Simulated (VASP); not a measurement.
# HfB2 (P6/mmm) in VASP: settings compared, part 2 of 2

VASP 6.6.1. Earlier steps stand in the parts before.

## Step 3: Relaxation of cell and atoms, PBEsol

File INCAR:

```
SYSTEM = HfB2
PREC = Accurate
ENCUT = 600
EDIFF = 1E-6
ISMEAR = -1
SIGMA = 0.05
LREAL = .FALSE.
LASPH = .TRUE.
NELM = 60
ALGO = Normal
ISIF = 3
LWAVE = .FALSE.
LCHARG = .FALSE.
GGA = PS
IBRION = 2
NSW = 60
EDIFFG = -0.01
```

File KPOINTS:

```
regular mesh
0
G
  10 10 8
  0 0 0
```

File POSCAR:

```
HfB2
1.0
    3.1400000000      0.0000000000      0.0000000000
   -1.5700000000      2.7193197679      0.0000000000
    0.0000000000      0.0000000000      3.4800000000
Hf B
1 2
Direct
    0.0000000000      0.0000000000      0.0000000000
    0.6666666667      0.3333333333      0.5000000000
    0.3333333333      0.6666666667      0.5000000000
```

Potentials or basis: VASP PAW PBE potentials, release 64 (Hf_pv, B).

Launch:

```
> cat potpaw_PBE.64/Hf_pv/POTCAR potpaw_PBE.64/B/POTCAR > POTCAR
> mpirun -np 1 vasp_std > vasp.out
```

OUTCAR:

```text
SYSTEM = HfB2
   PREC = Accurate
   ENCUT = 600
   EDIFF = 1E-6
   ISMEAR = -1
   LREAL = .FALSE.
   LASPH = .TRUE.
   NELM = 60
   ISIF = 3
   GGA = PS
   IBRION = 2
   NSW = 60
   EDIFFG = -0.01

 ion  position               nearest neighbor table
   1  0.000  0.000  0.000-   2 2.51   3 2.51   2 2.51   3 2.51   2 2.51   2 2.51   3 2.51   3 2.51
                             2 2.51   2 2.51   3 2.51   3 2.51
   2  0.667  0.333  0.500-   3 1.81   3 1.81   3 1.81   1 2.51   1 2.51   1 2.51   1 2.51   1 2.51
                             1 2.51
   3  0.333  0.667  0.500-   2 1.81   2 1.81   2 1.81   1 2.51   1 2.51   1 2.51   1 2.51   1 2.51
                             1 2.51

  LATTYP: Found a hexagonal cell.
 ALAT       =     3.1400000000
 C/A-ratio  =     1.1082802548

  Lattice vectors:

 A1 = (   3.1400000000,   0.0000000000,   0.0000000000)
 A2 = (  -1.5700000000,   2.7193197679,   0.0000000000)
 A3 = (   0.0000000000,   0.0000000000,   3.4800000000)

Analysis of symmetry for initial positions (statically):
=====================================================================
 Subroutine PRICEL returns:
 Original cell was already a primitive cell.

 Routine SETGRP: Setting up the symmetry group for a
 hexagonal supercell.

 Subroutine GETGRP returns: Found 24 space group operations
 (whereof 24 operations were pure point group operations)
 out of a pool of 24 trial point group operations.

The static configuration has the point symmetry D_6h.

Analysis of symmetry for dynamics (positions and initial velocities):
=====================================================================
 Subroutine PRICEL returns:
 Original cell was already a primitive cell.

 Routine SETGRP: Setting up the symmetry group for a
 hexagonal supercell.

 Subroutine GETGRP returns: Found 24 space group operations
 (whereof 24 operations were pure point group operations)
 out of a pool of 24 trial point group operations.
[... 135 lines left out ...]
 non-spin polarized calculation
  energy-cutoff  :      600.00
  volume of cell :       29.71
 maximum number of plane-waves:      1010
 NGX is ok and might be reduce to    28
   NGX = 13   NGY = 13   NGZ = 13

--------------------------------------- Ionic step        1  -------------------------------------------

 number of electron      15.9999999 magnetization

 Free energy of the ion-electron system (eV)
  ---------------------------------------------------
  ext. energy  EPLUGINS =         0.00000000
  ---------------------------------------------------
  free energy    TOTEN  =       -27.85881673 eV

  energy without entropy =      -27.85623813  energy(sigma->0) =      -27.85752743

------------------------ aborting loop because EDIFF is reached ----------------------------------------

  FORCE on cell =-STRESS in cart. coord.  units (eV):
  Direction    XX          YY          ZZ          XY          YZ          ZX
  --------------------------------------------------------------------------------------
  -------------------------------------------------------------------------------------
  Total       -0.7860943     -0.7860943     -0.9094829      0.0000000     -0.0000000      0.0000000
  in kB      -42.3853792    -42.3853792    -49.0383595      0.0000000     -0.0000000      0.0000000
  external PRESSURE =     -44.6030393 kB  Pullay stress =       0.0000000 kB
[... 135 lines left out ...]
--------------------------------------- Ionic step        5  -------------------------------------------

 number of electron      16.0000000 magnetization

 Free energy of the ion-electron system (eV)
  ---------------------------------------------------
  ext. energy  EPLUGINS =         0.00000000
  ---------------------------------------------------
  free energy    TOTEN  =       -27.86627910 eV

  energy without entropy =      -27.86367375  energy(sigma->0) =      -27.86497643

 E-fermi :   7.5641     XC(G=0): -12.7659

 val. band max:        7.4991408161   @ k =   0.2000   0.2000   0.1250
 cond. band min:       7.8021504295   @ k =   0.1000   0.1000   0.2500
 fundamental gap:      0.3030096134
 Fermi energy:         7.5640751140

 k-point     1 :       0.0000    0.0000    0.0000
  band No.  band energies     occupation
      1     -22.8213      2.00000
      2     -22.3046      2.00000
      3     -22.3046      2.00000
      4      -6.1290      2.00000
      5       4.6184      2.00000
      6       4.7445      2.00000
      7       4.7445      2.00000
      8       4.9773      2.00000
      9      11.7719      0.00000
     10      11.7719      0.00000
     11      12.4782      0.00000
     12      12.4782      0.00000
[... 331 lines left out ...]
 k-point    24 :       0.4000    0.1000    0.1250
  band No.  band energies     occupation
      1     -23.0675      2.00000
      2     -22.7171      2.00000
      3     -22.5336      2.00000
      4      -2.2942      2.00000
      5      -0.9138      2.00000
      6       3.0107      2.00000
      7       3.9069      2.00000
      8       5.4193      2.00000
      9       8.8802      0.00000
     10      11.9103      0.00000
     11      11.9839      0.00000
     12      14.0791      0.00000

 [... further k-points ...]
[... 5 lines left out ...]
  --------------------------------------------------------------------------------------
  -------------------------------------------------------------------------------------
  Total        0.0148571      0.0148571      0.0161289      0.0000000     -0.0000000     -0.0000000
  in kB        0.8155453      0.8155453      0.8853577      0.0000000     -0.0000000     -0.0000000
  external PRESSURE =       0.8388161 kB  Pullay stress =       0.0000000 kB
[... 18 lines left out ...]
  FREE ENERGIE OF THE ION-ELECTRON SYSTEM (eV)
  ---------------------------------------------------
  free  energy   TOTEN  =       -27.8662790985 eV

  energy  without entropy=      -27.8636737521  energy(sigma->0) =      -27.86497643

 reached required accuracy - stopping structural energy minimisation
```

OSZICAR:

```text
N       E                     dE             d eps       ncg     rms          rms(c)
DAV:   1     0.322127794940E+02    0.32213E+02   -0.92799E+03  1680   0.143E+03
DAV:   2    -0.280910206513E+02   -0.60304E+02   -0.56357E+02  2068   0.257E+02
DAV:   3    -0.300495927758E+02   -0.19586E+01   -0.19353E+01  2188   0.349E+01
DAV:   4    -0.300661049015E+02   -0.16512E-01   -0.16486E-01  2020   0.342E+00
[... 37 lines left out ...]
DAV:   1    -0.278664162719E+02   -0.25283E-03   -0.11580E-02  1792   0.942E-01    0.146E-01
DAV:   2    -0.278663214725E+02    0.94799E-04   -0.15299E-04  2036   0.111E-01    0.627E-02
DAV:   3    -0.278662813046E+02    0.40168E-04   -0.41067E-05  2024   0.511E-02    0.178E-02
DAV:   4    -0.278662791306E+02    0.21740E-05   -0.47489E-06  2156   0.179E-02    0.105E-02
DAV:   5    -0.278662790985E+02    0.32099E-07   -0.17617E-07   944   0.345E-03
   5 F= -.27866279E+02 E0= -.27864976E+02  d E =-.116632E-03
```

CONTCAR:

```text
HfB2
   1.00000000000000
     3.1246301653656174    0.0000000000000000    0.0000000000000000
    -1.5623150826828087    2.7060091006544105    0.0000000000000000
     0.0000000000000000    0.0000000000000000    3.4519859834719111
  Hf              B
     1     2
Direct
     1.0000000000000000    0.0000000000000000    0.0000000000000000
     0.6666666667000030    0.3333333332999970    0.5000000000000000
     0.3333333332999970    0.6666666667000030    0.5000000000000000

  0.00000000E+00  0.00000000E+00  0.00000000E+00
  0.00000000E+00  0.00000000E+00  0.00000000E+00
  0.00000000E+00  0.00000000E+00  0.00000000E+00
```

Wall time 69 s (1 thread of Intel Xeon 6975P-C, shared host); peak memory 0.19 GiB.

Results:

```
Free energy                            : -27.8663 eV
Relaxed volume                         : 9.73 Å³/atom
Relaxed cell                           : a = 3.125 Å, b = 3.125 Å, c = 3.452 Å, α = 90.00°, β = 90.00°, γ = 120.00°
Space group after relaxing (to 0.05 Å) : P6/mmm (No. 191)
Energy gained by relaxing              : 2.5 meV/atom
Ionic steps                            : 5
Pressure after relaxing                : 0.1 GPa
Band gap on the k mesh                 : zero (band 8 reaches 8.24 eV, above the bottom of band 9 at 7.43 eV)
```

Step by step:
| step | energy change (eV) | largest force (eV/Å) | pressure (GPa) | volume (Å³) |
| --- | --- | --- | --- | --- |
| 1 | 0.0000 | 0.0000 | -4.46 | 29.71 |
| 2 | 0.0052 | 0.0000 | 6.30 | 28.54 |
| 3 | -0.0073 | 0.0000 | 0.02 | 29.20 |
| 4 | -0.0073 | 0.0000 | 0.10 | 29.19 |
| 5 | -0.0075 | 0.0000 | 0.08 | 29.19 |

Final structure:
```xyz
3
Lattice="3.1246 0.0000 0.0000 -1.5623 2.7060 0.0000 0.0000 0.0000 3.4520" Properties=species:S:1:pos:R:3 pbc="T T T"
Hf    3.1246    0.0000    0.0000
B     1.5623    0.9020    1.7260
B     0.0000    1.8040    1.7260
```

Levels at points of the mesh, in eV from the Fermi level:
```tsv
k point	band 6	band 7	band 8	band 9	band 10	band 11
(0.00, 0.00, 0.00)	-2.82	-2.82	-2.59	4.21	4.21	4.91
(0.50, 0.00, 0.00)	-4.05	-3.30	-2.82	2.32	2.88	5.85
(0.00, 0.00, 0.50)	-1.05	-1.05	0.39	0.39	1.11	1.11
(0.50, 0.00, 0.50)	-4.91	-4.66	-2.49	4.25	4.40	6.50
```

Caveat: the PAW data sets were made with another functional, which shifts forces and pressure a little; spin-orbit coupling is left out, which moves the levels of the heavy elements.

## Step 4: Single point, PBE, non-collinear spin, zero start, spin-orbit coupling

File INCAR:

```
ALGO = Normal ; EDIFF = 1E-7
ENCUT = 520 ; GGA = PE
GGA_COMPAT = F ; ISIF = 2
ISMEAR = -1 ; LASPH = T
LCHARG = T ; LMAXMIX = 4
LORBIT = 11 ; LORBMOM = T
LREAL = F ; LSORBIT = T
LVHAR = T ; LWAVE = F
MAGMOM = 0 0 0 0 0 0 0 0 0 ; NBANDS = 29
NELM = 150 ; PREC = Accurate
SIGMA = 0.05
```

File KPOINTS:

```
k-points
0
Gamma
  7 7 6
```

POSCAR is that of step 3.

Potentials or basis: VASP PAW PBE potentials, release 64 (Hf_pv, B).

Launch:

```
> cat potpaw_PBE.64/Hf_pv/POTCAR potpaw_PBE.64/B/POTCAR > POTCAR
> mpirun -np 1 vasp_ncl > vasp.out
```

OUTCAR:

```text
EDIFF = 1E-7
   ENCUT = 520
   GGA = PE
   ISIF = 2
   ISMEAR = -1
   LASPH = T
   LORBIT = 11
   LREAL = F
   LSORBIT = T
   NELM = 150
   PREC = Accurate

 ion  position               nearest neighbor table
   1  0.000  0.000  0.000-   2 2.51   3 2.51   2 2.51   3 2.51   2 2.51   2 2.51   3 2.51   3 2.51
                             2 2.51   2 2.51   3 2.51   3 2.51
   2  0.667  0.333  0.500-   3 1.81   3 1.81   3 1.81   1 2.51   1 2.51   1 2.51   1 2.51   1 2.51
                             1 2.51
   3  0.333  0.667  0.500-   2 1.81   2 1.81   2 1.81   1 2.51   1 2.51   1 2.51   1 2.51   1 2.51
                             1 2.51

  LATTYP: Found a hexagonal cell.
 ALAT       =     3.1400000000
 C/A-ratio  =     1.1082802548

  Lattice vectors:

[... 1071 lines left out ...]
     0.0000000     0.0000000     0.0000000     0.0000000     0.0000000     0.0000000     0.0000000
     0.0000000     0.0000000     0.0000000     0.0000000     0.0000000     0.0000000     0.0000000
     0.0000000     0.0000000     0.0000000     0.0000000     0.0000000     0.0000000     0.0000000
     0.0000000     0.0000000     0.0000000     0.0000000     0.0000000     0.0000000     0.0000000
     0.0000000     0.0000000     0.0000000     0.0000000     0.0000000     0.0000000     0.0000000

 total charge

# of ion       s       p       d       tot
------------------------------------------
    1        0.298   6.632   1.844   8.773
    2        0.664   1.275   0.000   1.939
    3        0.664   1.275   0.000   1.939
--------------------------------------------------
tot          1.626   9.181   1.844  12.651

 magnetization (x)

# of ion       s       p       d       tot
------------------------------------------
    1       -0.000  -0.000   0.000  -0.000
    2        0.000  -0.000   0.000  -0.000
    3        0.000  -0.000   0.000  -0.000
--------------------------------------------------
tot          0.000  -0.000   0.000  -0.000

 magnetization (y)

# of ion       s       p       d       tot
------------------------------------------
    1        0.000   0.000   0.000   0.000
    2       -0.000  -0.000   0.000  -0.000
    3       -0.000  -0.000   0.000  -0.000
--------------------------------------------------
tot         -0.000  -0.000   0.000  -0.000

 magnetization (z)

# of ion       s       p       d       tot
------------------------------------------
    1        0.000   0.000   0.000   0.000
    2        0.000   0.000   0.000   0.000
    3        0.000   0.000   0.000   0.000
--------------------------------------------------
tot          0.000   0.000   0.000   0.000
```

OSZICAR:

```text
N       E                     dE             d eps       ncg     rms          rms(c)
DAV:   1     0.482365186996E+02    0.48237E+02   -0.79080E+03  1856   0.106E+03
DAV:   2    -0.265724360705E+02   -0.74809E+02   -0.70248E+02  2188   0.272E+02
DAV:   3    -0.294180159078E+02   -0.28456E+01   -0.28082E+01  2481   0.390E+01
DAV:   4    -0.294384687140E+02   -0.20453E-01   -0.20418E-01  2345   0.354E+00
DAV:   5    -0.294386128961E+02   -0.14418E-03   -0.14417E-03  2313   0.280E-01    0.586E+01
DAV:   6    -0.271649607438E+02    0.22737E+01   -0.30768E+00  2213   0.126E+01    0.407E+01
DAV:   7    -0.270927020369E+02    0.72259E-01   -0.10271E+00  2293   0.707E+00    0.207E+01
DAV:   8    -0.270809553136E+02    0.11747E-01   -0.42099E-02  2252   0.143E+00    0.490E+00
DAV:   9    -0.270592733020E+02    0.21682E-01   -0.68809E-02  2215   0.197E+00    0.901E-01
DAV:  10    -0.270586322936E+02    0.64101E-03   -0.81285E-03  2198   0.674E-01    0.336E-01
DAV:  11    -0.270585544942E+02    0.77799E-04   -0.17484E-04  2290   0.112E-01    0.213E-01
DAV:  12    -0.270585434548E+02    0.11039E-04   -0.70454E-05  2274   0.617E-02    0.262E-02
DAV:  13    -0.270585422434E+02    0.12114E-05   -0.52010E-06  2244   0.177E-02    0.244E-02
DAV:  14    -0.270585419428E+02    0.30058E-06   -0.68662E-07  2377   0.588E-03    0.263E-03
DAV:  15    -0.270585419471E+02   -0.42830E-08   -0.13182E-08  1258   0.874E-04
   1 F= -.27058542E+02 E0= -.27057206E+02  d E =-.267276E-02  mag=     0.0000     0.0000    -0.0000
```

stdout:

```text
POSCAR found type information on POSCAR HfB
 POSCAR found :  2 types and       3 ions
 scaLAPACK will be used
 LDA part: xc-table for (Slater+PW92), standard interpolation
 POSCAR, INCAR and KPOINTS ok, starting setup
 FFT: planning ... GRIDC
 FFT: planning ... GRID_SOFT
 FFT: planning ... GRID
 WAVECAR not read
 entering main loop
```

It took 58 s on 1 thread of Intel Xeon 6975P-C, shared host; peak memory 0.23 GiB.

What came out:

```yaml
Free_energy: -27.0585 eV
Pressure: 1.0 GPa
Net_moment: 0.00 μB per cell
Valence_electrons_inside_the_program's_atomic_spheres: Hf 8.77; B 1.94
```

Moments on the atoms (μB; x, y, z):
```
Hf  0.00 0.00 0.00
B   0.00 0.00 0.00
B   0.00 0.00 0.00
```

## Step 5: Single point, LDA, non-collinear spin, zero start, spin-orbit coupling

File INCAR:

```
PREC = Accurate
ENCUT = 520
EDIFF = 1E-6
ISMEAR = -1
SIGMA = 0.05
LREAL = False
LASPH = True
NELM = 150
ALGO = Normal
ISIF = 2
LWAVE = False
LCHARG = False
MAGMOM = 0 0 0 0 0 0 0 0 0
LORBIT = 11
LSORBIT = True
GGA_COMPAT = False
LORBMOM = True
LMAXMIX = 4
NBANDS = 29
```

File KPOINTS:

```
regular mesh
0
Gamma
  7 7 6
```

POSCAR is that of step 4.

Potentials or basis: VASP PAW LDA potentials, release 64 (Hf_pv, B).

Launch:

```
> cat potpaw_LDA.64/Hf_pv/POTCAR potpaw_LDA.64/B/POTCAR > POTCAR
> mpirun -np 1 vasp_ncl > vasp.out
```

It took 43 s on 1 thread of Intel Xeon 6975P-C, shared host; peak memory 0.21 GiB.

The run converged. Its results:

| Quantity | Value |
| --- | --- |
| Free energy | -29.6005 eV |
| Pressure | -9.6 GPa |
| Net moment | 0.00 μB per cell |
| Valence electrons inside the program's atomic spheres | Hf 8.82; B 1.94 |

Stress tensor (GPa, compression positive):
```
 -9.44   0.00   0.00
  0.00  -9.44   0.00
  0.00   0.00 -10.04
```

Moments on the atoms (μB; x, y, z):
```
Hf  0.00 0.00 0.00
B   0.00 0.00 0.00
B   0.00 0.00 0.00
```

## Step 6: The runs side by side

| task | level | potentials or basis | spin | cell | k mesh | cutoff (eV) | gap on the mesh (eV) | pressure (GPa) | moment (μB) | relaxed volume (Å³/atom) |
| --- | --- | --- | --- | --- | --- | --- | --- | --- | --- | --- |
| relaxation of cell and atoms | LDA | VASP PAW LDA potentials, release 64 (Hf_pv, B) | off | relaxed | 10 × 10 × 8 | 600 | none | 0.1 | - | 9.54 |
| relaxation of cell and atoms | PBEsol | VASP PAW PBE potentials, release 64 (Hf_pv, B) | off | relaxed | 10 × 10 × 8 | 600 | none | 0.1 | - | 9.73 |
| single point | PBE | VASP PAW PBE potentials, release 64 (Hf_pv, B) | non-collinear, zero start, SOC | as given | 7 × 7 × 6 | 520 | - | 1.0 | 0.00 | - |
| single point | LDA | VASP PAW LDA potentials, release 64 (Hf_pv, B) | non-collinear, zero start, SOC | as given | 7 × 7 × 6 | 520 | - | -9.6 | 0.00 | - |

Alike in all rows: smearing fermi-dirac 0.05 eV.

Caveats: spin-orbit coupling is left out, which moves the levels of the heavy elements (some runs); the PAW data sets were made with another functional, which shifts forces and pressure a little (some runs).

Total energies depend on the potentials used, so only differences within one code and one set of settings carry meaning.
